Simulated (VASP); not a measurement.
# TaN (P-6m2) in VASP: single point with LDA

Aim: the single point of TaN with LDA.

Everything below comes from runs of VASP 6.6.1. Logs are shortened: lines on timing, memory, paths and dates and some standing lists are left out, and cuts for length are marked.

## 1. The cell of the first run

The structure is hexagonal, space group P-6m2 (No. 187). Conventional cell: a = 2.906 Å, b = 2.906 Å, c = 2.852 Å, α = 90.00°, β = 90.00°, γ = 120.00°. Ta (site symmetry -6m2) has 6 N at 2.20 Å and 8 Ta at 2.85 to 2.91 Å within 3.0 Å. Within 3.0 Å of N (site symmetry -6m2) lie 6 Ta at 2.20 Å and 8 N at 2.85 to 2.91 Å.

## 2. Single point, LDA

Contents of INCAR:

```
SYSTEM = TaN
PREC = Accurate
ENCUT = 700
EDIFF = 1E-6
ISMEAR = 0
SIGMA = 0.1
LREAL = .False.
LASPH = .True.
NELM = 120
ALGO = Normal
ISIF = 2
LWAVE = .False.
LCHARG = .False.
GGA = CA
NBANDS = 16
GGA_COMPAT = .False.
```

Contents of KPOINTS:

```
Automatic mesh
0
Gamma
  9 9 8
  0 0 0
```

Contents of POSCAR:

```
TaN
1.0
    2.9063959231      0.0000000000      0.0000000000
   -1.4531979615      2.5170127028      0.0000000000
    0.0000000000      0.0000000000      2.8523005582
Ta N
1 1
Direct
    0.0000000000      0.0000000000      0.5000000000
    0.6666666667      0.3333333333      0.0000000000
```

Potentials or basis: VASP PAW LDA potentials, release 64 (Ta_sv_GW, N).

Started as:

```console
> cat potpaw_LDA.64/Ta_sv_GW/POTCAR potpaw_LDA.64/N/POTCAR > POTCAR
> mpirun -np 1 vasp_std > vasp.out
```

OUTCAR:

```text
SYSTEM = TaN
   PREC = Accurate
   ENCUT = 700
   EDIFF = 1E-6
   ISMEAR = 0
   LREAL = .False.
   LASPH = .True.
   NELM = 120
   ISIF = 2
   GGA = CA

 ion  position               nearest neighbor table
   1  0.000  0.000  0.500-   2 2.20   2 2.20   2 2.20   2 2.20   2 2.20   2 2.20
   2  0.667  0.333  0.000-   1 2.20   1 2.20   1 2.20   1 2.20   1 2.20   1 2.20

  LATTYP: Found a hexagonal cell.
 ALAT       =     2.9063959231
 C/A-ratio  =     0.9813874756

  Lattice vectors:

 A1 = (   2.9063959231,   0.0000000000,   0.0000000000)
 A2 = (  -1.4531979615,   2.5170127028,   0.0000000000)
 A3 = (   0.0000000000,   0.0000000000,   2.8523005582)

Analysis of symmetry for initial positions (statically):
=====================================================================
 Subroutine PRICEL returns:
 Original cell was already a primitive cell.

 Routine SETGRP: Setting up the symmetry group for a
 hexagonal supercell.

 Subroutine GETGRP returns: Found 12 space group operations
 (whereof 12 operations were pure point group operations)
 out of a pool of 24 trial point group operations.

The static configuration has the point symmetry D_3h.

Analysis of symmetry for dynamics (positions and initial velocities):
=====================================================================
 Subroutine PRICEL returns:
 Original cell was already a primitive cell.

 Routine SETGRP: Setting up the symmetry group for a
 hexagonal supercell.

 Subroutine GETGRP returns: Found 12 space group operations
 (whereof 12 operations were pure point group operations)
 out of a pool of 24 trial point group operations.

The dynamic configuration has the point symmetry D_3h.

 Subroutine INISYM returns: Found 12 space group operations
 (whereof 12 operations are pure point group operations),
 and found     1 'primitive' translations

----------------------------------------------------------------------------------------

                                     Primitive cell

  volume of cell :      20.8658

  direct lattice vectors                    reciprocal lattice vectors
     2.906395923  0.000000000  0.000000000     0.344068746  0.198648183  0.000000000
    -1.453197961  2.517012703  0.000000000     0.000000000  0.397296366  0.000000000
     0.000000000  0.000000000  2.852300558     0.000000000  0.000000000  0.350594189

  length of vectors
     2.906395923  2.906395923  2.852300558     0.397296366  0.397296366  0.350594189

  position of ions in fractional coordinates (direct lattice)
     0.000000000  0.000000000  0.500000000
     0.666666667  0.333333333  0.000000000

  ion indices of the primitive-cell ions
   primitive index   ion index
                 1           1
                 2           2

----------------------------------------------------------------------------------------

 KPOINTS: Automatic mesh

Automatic generation of k-mesh.
 Grid dimensions read from file:
 generate k-points for:    9    9    8

 Generating k-lattice:

  Cartesian coordinates                     Fractional coordinates (reciprocal lattice)
     0.038229861  0.022072020  0.000000000     0.111111111  0.000000000  0.000000000
     0.000000000  0.044144041  0.000000000     0.000000000  0.111111111  0.000000000
     0.000000000  0.000000000  0.043824274     0.000000000  0.000000000  0.125000000

  Length of vectors
     0.044144041  0.044144041  0.043824274

  Shift w.r.t. Gamma in fractional coordinates (k-lattice)
     0.000000000  0.000000000  0.000000000

 Subroutine IBZKPT returns following result:
 ===========================================

 Found     60 irreducible k-points:

 Following reciprocal coordinates:
            Coordinates               Weight
  0.000000  0.000000  0.000000      1.000000
  0.111111  0.000000  0.000000      6.000000
  0.222222  0.000000  0.000000      6.000000
  0.333333  0.000000  0.000000      6.000000
  0.444444  0.000000  0.000000      6.000000
  0.111111  0.111111  0.000000      6.000000
[... 16 lines left out ...]
  0.333333  0.222222  0.125000     24.000000
  0.333333  0.333333  0.125000      4.000000
 [... further k-points ...]
   k-points           NKPTS =     60   k-points in BZ     NKDIM =     60   number of bands    NBANDS=     16
   number of dos      NEDOS =    301   number of ions     NIONS =      2
   total plane-waves  NPLWV =  21952
   dimension x,y,z NGX =    28 NGY =   28 NGZ =   28
   dimension x,y,z NGXF=    56 NGYF=   56 NGZF=   56
   ions per type =               1   1
   NGX,Y,Z   is equivalent  to a cutoff of  16.02, 16.02, 16.32 a.u.
   NGXF,Y,Z  is equivalent  to a cutoff of  32.03, 32.03, 32.64 a.u.
 SYSTEM =  TaN
   PREC   = accura    normal or accurate (medium, high low for compatibility)
   ISTART =      0    job   : 0-new  1-cont  2-samecut
   ICHARG =      2    charge: 1-file 2-atom 10-const
   ISPIN  =      1    spin polarized calculation?
   LNONCOLLINEAR =      F non collinear calculations
   LSORBIT =      F    spin-orbit coupling
   LASPH  =      T    aspherical Exc in radial PAW
   ENCUT  =  700.0 eV  51.45 Ry    7.17 a.u.   6.27  6.27  6.15*2*pi/ulx,y,z
   NELM   =    120;   NELMIN=  2; NELMDL= -5     # of ELM steps
   EDIFF  = 0.1E-05   stopping-criterion for ELM
   LREAL  =      F    real-space projection
   EDIFFG = 0.1E-04   stopping-criterion for IOM
   NSW    =      0    number of steps for IOM
   IBRION =     -1    ionic relax: 0-MD 1-quasi-New 2-CG
   NFREE  =      0    steps in history (QN), initial steepest desc. (CG)
   ISIF   =      2    stress and relaxation
   ISYM   =      2    0-nonsym 1-usesym 2-fastsym
   POTIM  = 0.5000    time-step for ionic-motion
   TEBEG  =    0.0;   TEEND  =   0.0 temperature during run
   PSTRESS=    0.0 pullay stress
   NELECT =      18.0000    total number of electrons
   NUPDOWN=      -1.0000    fix difference up-down
   EMIN   =  10.00;   EMAX   =-10.00  energy-range for DOS
   EFERMI =   0.00;   METHOD = LEGACY
   ISMEAR =     0;   SIGMA  =   0.10  broadening in eV -4-tet -1-fermi 0-gaus
   EFERMI_NEDOS =   21; number of points for ismear=-14 and -15
   IALGO  =     38    algorithm
   IMIX   =      4    mixing-type and parameters
     AMIX     =   0.40;   BMIX     =  1.00
     AMIX_MAG =   1.60;   BMIX_MAG =  1.00
  volume/ion in A,a.u.               =      10.43        70.40
  Fermi-wavevector in a.u.,A,eV,Ry     =   1.558430  2.945005 33.044506  2.428703
  Thomas-Fermi vector in A             =   2.661935
   LORBIT       =      0    0 simple, 1 ext, 2 COOP (PROOUT), +10 PAW based schemes
   GGA     = CA    functional components
   LHFCALC =     F    Hartree Fock is set to
   AEXX    =    0.0000 exact exchange contribution
   IVDW    =     0    specifies the selected vdW correction
   LEPSILON=     F    determine dielectric tensor
   LRPA    =     F    only Hartree local field effects (RPA)
 non-spin polarized calculation
 Gauss-broadening in eV      SIGMA  =   0.10
  energy-cutoff  :      700.00
  volume of cell :       20.87
 maximum number of plane-waves:       889
 NGX is ok and might be reduce to    28
   NGX = 13   NGY = 13   NGZ = 13

 number of electron      18.0000000 magnetization

 Free energy of the ion-electron system (eV)
  ---------------------------------------------------
  ext. energy  EPLUGINS =         0.00000000
  ---------------------------------------------------
  free energy    TOTEN  =       -27.23056305 eV

  energy without entropy =      -27.23016592  energy(sigma->0) =      -27.23036448

 E-fermi :  12.6709     XC(G=0): -14.1630

 val. band max:       12.6350067148   @ k =   0.0000   0.0000   0.3750
 cond. band min:      12.7555421762   @ k =   0.3333   0.3333   0.0000
 fundamental gap:      0.1205354615
 Fermi energy:        12.6708978275

 k-point     1 :       0.0000    0.0000    0.0000
  band No.  band energies     occupation
      1     -55.4097      2.00000
      2     -21.9214      2.00000
      3     -21.6445      2.00000
      4     -21.6445      2.00000
      5      -5.1504      2.00000
      6       7.9205      2.00000
[... 8 lines left out ...]
     15      25.8045      0.00000
     16      29.0571      0.00000

 k-point     2 :       0.1111    0.0000    0.0000
  band No.  band energies     occupation
      1     -55.3991      2.00000
      2     -21.9023      2.00000
      3     -21.7941      2.00000
      4     -21.6763      2.00000
      5      -4.8807      2.00000
      6       7.2156      2.00000
[... 8 lines left out ...]
     15      25.7723      0.00000
     16      29.5665      0.00000

 k-point     3 :       0.2222    0.0000    0.0000
  band No.  band energies     occupation
      1     -55.3722      2.00000
      2     -22.1574      2.00000
      3     -21.8534      2.00000
      4     -21.7558      2.00000
      5      -4.1870      2.00000
      6       5.9537      2.00000
[... 8 lines left out ...]
     15      25.8555      0.00000
     16      30.0989      0.00000

 k-point     4 :       0.3333    0.0000    0.0000
  band No.  band energies     occupation
      1     -55.3414      2.00000
      2     -22.5470      2.00000
      3     -21.8445      2.00000
      4     -21.7972      2.00000
      5      -3.3601      2.00000
      6       4.8759      2.00000
[... 8 lines left out ...]
     15      26.3258      0.00000
     16      29.2090      0.00000
[... 324 lines left out ...]
 k-point    22 :       0.2222    0.2222    0.1250
  band No.  band energies     occupation
      1     -55.3195      2.00000
      2     -22.5397      2.00000
      3     -22.0291      2.00000
      4     -21.9161      2.00000
      5      -2.9119      2.00000
      6       5.1498      2.00000
[... 8 lines left out ...]
     15      25.8648      0.00000
     16      28.4166      0.00000

 k-point    23 :       0.3333    0.2222    0.1250
  band No.  band energies     occupation
      1     -55.3041      2.00000
      2     -22.6241      2.00000
      3     -22.1800      2.00000
      4     -21.8842      2.00000
      5      -2.5244      2.00000
      6       4.9871      2.00000
[... 8 lines left out ...]
     15      25.3274      0.00000
     16      28.4369      0.00000

 k-point    24 :       0.3333    0.3333    0.1250
  band No.  band energies     occupation
      1     -55.2987      2.00000
      2     -22.5036      2.00000
      3     -22.3880      2.00000
      4     -21.8730      2.00000
      5      -2.3789      2.00000
      6       5.4294      2.00000
[... 8 lines left out ...]
     15      26.8759      0.00000
     16      28.0324      0.00000

 [... further k-points ...]

------------------------ aborting loop because EDIFF is reached ----------------------------------------

  FORCE on cell =-STRESS in cart. coord.  units (eV):
  Direction    XX          YY          ZZ          XY          YZ          ZX
  --------------------------------------------------------------------------------------
  -------------------------------------------------------------------------------------
  Total        0.1331012      0.1331012      0.1682784      0.0000000      0.0000000      0.0000000
  in kB       10.2201475     10.2201475     12.9212199      0.0000000      0.0000000      0.0000000
  external PRESSURE =      11.1205050 kB  Pullay stress =       0.0000000 kB

 VOLUME and BASIS-vectors are now :
 -----------------------------------------------------------------------------
  energy-cutoff  :      700.00
  volume of cell :       20.87
      direct lattice vectors                 reciprocal lattice vectors
     2.906395923  0.000000000  0.000000000     0.344068746  0.198648183  0.000000000
    -1.453197961  2.517012703  0.000000000     0.000000000  0.397296366  0.000000000
     0.000000000  0.000000000  2.852300558     0.000000000  0.000000000  0.350594189

 POSITION                                       TOTAL-FORCE (eV/Angst)
 -----------------------------------------------------------------------------------
      0.00000      0.00000      1.42615        -0.000000      0.000000      0.000000
      1.45320      0.83900      0.00000         0.000000      0.000000      0.000000
 -----------------------------------------------------------------------------------
    total drift:                               -0.000000      0.000000      0.000000

  FREE ENERGIE OF THE ION-ELECTRON SYSTEM (eV)
  ---------------------------------------------------
  free  energy   TOTEN  =       -27.2305630507 eV

  energy  without entropy=      -27.2301659166  energy(sigma->0) =      -27.23036448
```

Wall time 14 s (1 thread of Intel Xeon 6975P-C (Granite Rapids), shared host); peak memory 0.17 GiB.

What came out:

```yaml
Free_energy: -27.2306 eV
Pressure: 1.1 GPa
Band_gap_on_the_k_mesh: zero (bands 9 and 10 overlap by 0.27 eV)
```

Levels at points of the mesh, in eV from the Fermi level:
```
           k point  band 5  band 6  band 7  band 8  band 9  band 10  band 11  band 12  band 13  band 14
(0.00, 0.00, 0.00)  -17.82   -4.75   -4.75   -4.40   -2.98     2.53     3.66     3.66     4.06     4.06
(0.00, 0.00, 0.50)  -14.93   -9.55   -3.91   -3.91   -0.19    -0.19     2.46     3.30     3.30     8.50
```

Caveat: spin-orbit coupling is left out, which moves the levels of the heavy elements.

The gap in the log of VASP goes by the Fermi energy; the results here count the filled bands.